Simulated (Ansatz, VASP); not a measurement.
## Zr in VASP and in Ansatz

```xyz
1
Lattice="2.7448 0.0000 0.0000 0.0000 2.7448 0.0000 0.0000 0.0000 2.7448" Properties=species:S:1:pos:R:3 pbc="T T T"
Zr    0.0000    0.0000    0.0000
```

Alike in both runs: task single point; functional PBEsol; k mesh 12 × 12 × 12; occupations fermi-dirac, width 0.1 eV; no spin polarisation.

|  | VASP | Ansatz |
| --- | --- | --- |
| version | VASP 6.6.1 | Ansatz 0.2.0 |
| potentials or method | VASP PAW PBE potentials, release 64 (Zr_sv), cutoff 520 eV | plane waves (420 eV) with PAW, scalar-relativistic |
| valence electrons in the cell | 12 | 12 |

```tsv
	VASP	Ansatz	Ansatz less VASP
pressure (GPa)	12.1	11.9	-0.20
```

VASP's potentials were made for PBE, not for PBEsol, and Ansatz warns of the same on its side.
